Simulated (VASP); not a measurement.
# InPd (Pm-3m) in VASP: a series of runs, part 2 of 2

VASP 6.6.1. Earlier steps stand in the parts before.

## Step 5: Relaxation of cell and atoms, r2SCAN

This run uses another cell than the first one, of 17.51 Å³/atom, 1.064 times its volume.

Input file POSCAR:

```
InPd
1.0
    3.2718847800      0.0000000000      0.0000000000
    0.0000000000      3.2718847800      0.0000000000
    0.0000000000      0.0000000000      3.2718847800
In Pd
1 1
Direct
    0.0000000000      0.0000000000      0.0000000000
    0.5000000000      0.5000000000      0.5000000000
```

Input file INCAR.step1:

```
PREC = Accurate
ENCUT = 550
ISMEAR = -1
SIGMA = 0.05
LREAL = F
LASPH = T
NELM = 120
GGA = PE
ALGO = Normal
EDIFF = 1E-5
LWAVE = T
LCHARG = F
GGA_COMPAT = F
IBRION = 2
ISIF = 3
EDIFFG = -0.005
NELMIN = 4
NSW = 100
```

Input file INCAR.step2:

```
PREC = Accurate
ENCUT = 550
EDIFF = 1E-7
ISMEAR = -1
SIGMA = 0.05
LREAL = F
LASPH = T
NELM = 120
ALGO = Normal
ISIF = 3
LWAVE = F
LCHARG = F
METAGGA = R2SCAN
LMIXTAU = T
IBRION = 2
NSW = 80
EDIFFG = -0.01
ISTART = 1
GGA_COMPAT = F
NELMIN = 4
```

Input file KPOINTS:

```
Automatic mesh
0
Gamma
  8 8 8
```

Potentials or basis: VASP PAW PBE potentials, release 64 (In_d, Pd).

Started as:

```console
$ cat potpaw_PBE.64/In_d/POTCAR potpaw_PBE.64/Pd/POTCAR > POTCAR
$ cp INCAR.step1 INCAR
$ mpirun -np 1 vasp_std > vasp.out
$ cp INCAR.step2 INCAR
$ mpirun -np 1 vasp_std > vasp.out
```

OUTCAR:

```text
PREC = Accurate
   ENCUT = 550
   EDIFF = 1E-7
   ISMEAR = -1
   LREAL = F
   LASPH = T
   NELM = 120
   ISIF = 3
   METAGGA = R2SCAN
   IBRION = 2
   NSW = 80
   EDIFFG = -0.01
   ISTART = 1
   NELMIN = 4

 ion  position               nearest neighbor table
   1  0.000  0.000  0.000-   2 2.83   2 2.83   2 2.83   2 2.83   2 2.83   2 2.83   2 2.83   2 2.83

   2  0.500  0.500  0.500-   1 2.83   1 2.83   1 2.83   1 2.83   1 2.83   1 2.83   1 2.83   1 2.83

  LATTYP: Found a simple cubic cell.
 ALAT       =     3.2718847800

  Lattice vectors:

 A1 = (   3.2718847800,   0.0000000000,   0.0000000000)
 A2 = (   0.0000000000,   3.2718847800,   0.0000000000)
 A3 = (   0.0000000000,   0.0000000000,   3.2718847800)

Analysis of symmetry for initial positions (statically):
=====================================================================
 Subroutine PRICEL returns:
 Original cell was already a primitive cell.

 Routine SETGRP: Setting up the symmetry group for a
 simple cubic supercell.

 Subroutine GETGRP returns: Found 48 space group operations
 (whereof 48 operations were pure point group operations)
 out of a pool of 48 trial point group operations.

The static configuration has the point symmetry O_h .

Analysis of symmetry for dynamics (positions and initial velocities):
=====================================================================
 Subroutine PRICEL returns:
 Original cell was already a primitive cell.

 Routine SETGRP: Setting up the symmetry group for a
 simple cubic supercell.

 Subroutine GETGRP returns: Found 48 space group operations
 (whereof 48 operations were pure point group operations)
 out of a pool of 48 trial point group operations.

The dynamic configuration has the point symmetry O_h .

 Subroutine INISYM returns: Found 48 space group operations
 (whereof 48 operations are pure point group operations),
 and found     1 'primitive' translations

----------------------------------------------------------------------------------------

                                     Primitive cell

  volume of cell :      35.0263

  direct lattice vectors                    reciprocal lattice vectors
     3.271884780  0.000000000  0.000000000     0.305634234  0.000000000  0.000000000
     0.000000000  3.271884780  0.000000000     0.000000000  0.305634234  0.000000000
     0.000000000  0.000000000  3.271884780     0.000000000  0.000000000  0.305634234

  length of vectors
     3.271884780  3.271884780  3.271884780     0.305634234  0.305634234  0.305634234

  position of ions in fractional coordinates (direct lattice)
     0.000000000  0.000000000  0.000000000
     0.500000000  0.500000000  0.500000000

  ion indices of the primitive-cell ions
   primitive index   ion index
                 1           1
                 2           2

----------------------------------------------------------------------------------------

 KPOINTS: Automatic mesh

Automatic generation of k-mesh.
 Grid dimensions read from file:
 generate k-points for:    8    8    8

 Generating k-lattice:

  Cartesian coordinates                     Fractional coordinates (reciprocal lattice)
     0.038204279  0.000000000  0.000000000     0.125000000  0.000000000  0.000000000
     0.000000000  0.038204279  0.000000000     0.000000000  0.125000000  0.000000000
     0.000000000  0.000000000  0.038204279     0.000000000  0.000000000  0.125000000

  Length of vectors
     0.038204279  0.038204279  0.038204279

  Shift w.r.t. Gamma in fractional coordinates (k-lattice)
     0.000000000  0.000000000  0.000000000

 Subroutine IBZKPT returns following result:
 ===========================================

 Found     35 irreducible k-points:

 Following reciprocal coordinates:
            Coordinates               Weight
  0.000000  0.000000  0.000000      1.000000
  0.125000  0.000000  0.000000      6.000000
  0.250000  0.000000  0.000000      6.000000
  0.375000  0.000000  0.000000      6.000000
  0.500000  0.000000  0.000000      3.000000
  0.125000  0.125000  0.000000     12.000000
[... 16 lines left out ...]
  0.375000  0.375000  0.125000     24.000000
  0.500000  0.375000  0.125000     24.000000
 [... further k-points ...]
   k-points           NKPTS =     35   k-points in BZ     NKDIM =     35   number of bands    NBANDS=     15
   number of dos      NEDOS =    301   number of ions     NIONS =      2
   total plane-waves  NPLWV =  21952
   dimension x,y,z NGX =    28 NGY =   28 NGZ =   28
   dimension x,y,z NGXF=    56 NGYF=   56 NGZF=   56
   ions per type =               1   1
   NGX,Y,Z   is equivalent  to a cutoff of  14.23, 14.23, 14.23 a.u.
   NGXF,Y,Z  is equivalent  to a cutoff of  28.45, 28.45, 28.45 a.u.
 SYSTEM =  unknown system
   PREC   = accura    normal or accurate (medium, high low for compatibility)
   ISTART =      1    job   : 0-new  1-cont  2-samecut
   ICHARG =      0    charge: 1-file 2-atom 10-const
   ISPIN  =      1    spin polarized calculation?
   LNONCOLLINEAR =      F non collinear calculations
   LSORBIT =      F    spin-orbit coupling
   LASPH  =      T    aspherical Exc in radial PAW
   ENCUT  =  550.0 eV  40.42 Ry    6.36 a.u.   6.26  6.26  6.26*2*pi/ulx,y,z
   NELM   =    120;   NELMIN=  4; NELMDL=  0     # of ELM steps
   EDIFF  = 0.1E-06   stopping-criterion for ELM
   LREAL  =      F    real-space projection
   EDIFFG = -.1E-01   stopping-criterion for IOM
   NSW    =     80    number of steps for IOM
   IBRION =      2    ionic relax: 0-MD 1-quasi-New 2-CG
   NFREE  =      1    steps in history (QN), initial steepest desc. (CG)
   ISIF   =      3    stress and relaxation
   ISYM   =      2    0-nonsym 1-usesym 2-fastsym
   POTIM  = 0.5000    time-step for ionic-motion
   TEBEG  =    0.0;   TEEND  =   0.0 temperature during run
   PSTRESS=    0.0 pullay stress
   NELECT =      23.0000    total number of electrons
   NUPDOWN=      -1.0000    fix difference up-down
   EMIN   =  10.00;   EMAX   =-10.00  energy-range for DOS
   EFERMI =   0.00;   METHOD = LEGACY
   ISMEAR =    -1;   SIGMA  =   0.05  broadening in eV -4-tet -1-fermi 0-gaus
   EFERMI_NEDOS =   21; number of points for ismear=-14 and -15
   IALGO  =     38    algorithm
   IMIX   =      4    mixing-type and parameters
     AMIX     =   0.40;   BMIX     =  1.00
     AMIX_MAG =   1.60;   BMIX_MAG =  1.00
  volume/ion in A,a.u.               =      17.51       118.18
  Fermi-wavevector in a.u.,A,eV,Ry     =   1.422938  2.688964 27.548447  2.024754
  Thomas-Fermi vector in A             =   2.543589
   LORBIT       =      0    0 simple, 1 ext, 2 COOP (PROOUT), +10 PAW based schemes
   METAGGA = R2SCAN    functional components
   LHFCALC =     F    Hartree Fock is set to
   AEXX    =    0.0000 exact exchange contribution
   IVDW    =     0    specifies the selected vdW correction
   LEPSILON=     F    determine dielectric tensor
   LRPA    =     F    only Hartree local field effects (RPA)
 conjugate gradient relaxation of ions
 non-spin polarized calculation
  energy-cutoff  :      550.00
  volume of cell :       35.03
 maximum number of plane-waves:      1064
 NGX is ok and might be reduce to    28
   NGX = 13   NGY = 13   NGZ = 13

 number of electron      23.0000010 magnetization

 Free energy of the ion-electron system (eV)
  ---------------------------------------------------
  ext. energy  EPLUGINS =         0.00000000
  ---------------------------------------------------
  free energy    TOTEN  =       -46.64771415 eV

  energy without entropy =      -46.63782447  energy(sigma->0) =      -46.64276931

 E-fermi :  10.3139     XC(G=0): -13.2469

 val. band max:       10.2809438509   @ k =   0.3750   0.3750   0.1250
 cond. band min:      10.6487489717   @ k =   0.5000   0.5000   0.5000
 fundamental gap:      0.3678051207
 Fermi energy:        10.3139428884

 k-point     1 :       0.0000    0.0000    0.0000
  band No.  band energies     occupation
      1      -5.1619      2.00000
      2      -5.1619      2.00000
      3      -4.7374      2.00000
      4      -4.7374      2.00000
      5      -4.7374      2.00000
      6      -0.0484      2.00000
      7       6.4010      2.00000
      8       6.4010      2.00000
      9       8.0208      2.00000
     10       8.0208      2.00000
     11       8.0208      2.00000
     12      14.9124      0.00000
     13      14.9124      0.00000
     14      14.9124      0.00000
[... 401 lines left out ...]
      2      -4.9105      2.00000
      3      -4.9005      2.00000
      4      -4.8793      2.00000
      5      -4.5703      2.00000
      6       4.0836      2.00000
      7       6.2574      2.00000
      8       6.6778      2.00000
      9       7.1128      2.00000
     10       8.0224      2.00000
     11       8.7703      2.00000
     12       9.3123      2.00000
     13      12.8372      0.00000
     14      14.1125      0.00000
     15      18.6654      0.00000

 [... further k-points ...]
[... 5 lines left out ...]
  --------------------------------------------------------------------------------------
  -------------------------------------------------------------------------------------
  Total       -0.0074001     -0.0074001     -0.0074001      0.0000000     -0.0000000      0.0000000
  in kB       -0.3384968     -0.3384968     -0.3384968      0.0000000     -0.0000000      0.0000000
  external PRESSURE =      -0.3384968 kB  Pullay stress =       0.0000000 kB

 VOLUME and BASIS-vectors are now :
 -----------------------------------------------------------------------------
  energy-cutoff  :      550.00
  volume of cell :       35.03
      direct lattice vectors                 reciprocal lattice vectors
     3.271884780  0.000000000  0.000000000     0.305634234  0.000000000  0.000000000
     0.000000000  3.271884780  0.000000000     0.000000000  0.305634234  0.000000000
     0.000000000  0.000000000  3.271884780     0.000000000  0.000000000  0.305634234

 POSITION                                       TOTAL-FORCE (eV/Angst)
 -----------------------------------------------------------------------------------
      0.00000      0.00000      0.00000         0.000000      0.000000      0.000000
      1.63594      1.63594      1.63594         0.000000      0.000000      0.000000
 -----------------------------------------------------------------------------------
    total drift:                               -0.000000      0.000000      0.000000

  FREE ENERGIE OF THE ION-ELECTRON SYSTEM (eV)
  ---------------------------------------------------
  free  energy   TOTEN  =       -46.6477141535 eV

  energy  without entropy=      -46.6378244683  energy(sigma->0) =      -46.64276931

 reached required accuracy - stopping structural energy minimisation
```

Wall time 2.5 min (1 thread of Intel Xeon 8259CL, shared host); peak memory 0.18 GiB.

What came out:

```
Free energy             : -46.6477 eV
Pressure after relaxing : 0.0 GPa
```

Final structure:
```
CELL_PARAMETERS angstrom
3.27188 0.00000 0.00000
0.00000 3.27188 0.00000
0.00000 0.00000 3.27188
ATOMIC_POSITIONS crystal
In 0.00000 0.00000 0.00000
Pd 0.50000 0.50000 0.50000
```

Levels at points of the mesh, in eV from the Fermi level:
| k point | band 10 | band 11 | band 12 | band 13 | band 14 | band 15 |
| --- | --- | --- | --- | --- | --- | --- |
| (0.00, 0.00, 0.00) | -2.29 | -2.29 | 4.60 | 4.60 | 4.60 | 10.21 |
| (0.50, 0.00, 0.00) | -3.31 | -2.37 | -1.09 | 10.19 | 10.19 | 10.28 |
| (0.50, 0.50, 0.00) | -2.34 | -2.34 | -1.72 | 1.72 | 2.71 | 10.20 |
| (0.50, 0.50, 0.50) | -1.67 | 0.33 | 4.05 | 4.05 | 4.05 | 4.67 |

Caveat: the relaxation stopped at its first step, so nothing moved; the PAW data sets were made with another functional, which shifts forces and pressure a little; spin-orbit coupling is left out, which moves the levels of the heavy elements.

## Step 6: The runs side by side

```csv
task,level,potentials or basis,cell,cutoff (eV),second run,gap on the mesh (eV),pressure (GPa)
single point,LDA,"VASP PAW LDA potentials, release 64 (In_d, Pd_sv_GW)","a = 3.205 Å, 2 atoms",540,valence_matched,none,0.5
single point,r2SCAN,"VASP PAW PBE potentials, release 64 (In_d, Pd_sv_GW)","a = 3.294 Å, 2 atoms",590,valence_matched,none,-3.2
single point,r2SCAN,"VASP PAW PBE potentials, release 64 (In_d, Pd)","a = 3.268 Å, 2 atoms",550,-,none,0.5
relaxation of cell and atoms,r2SCAN,"VASP PAW PBE potentials, release 64 (In_d, Pd)","relaxed from a = 3.272 Å, 2 atoms",550,-,none,0.0
```

Alike in all rows: no spin polarisation; k mesh 8 × 8 × 8; smearing fermi-dirac 0.05 eV.

Caveats: spin-orbit coupling is left out, which moves the levels of the heavy elements; the PAW data sets were made with another functional, which shifts forces and pressure a little (some runs); the relaxation stopped at its first step, so nothing moved (some runs).

Absolute energies hang on the potentials; compare differences alone.
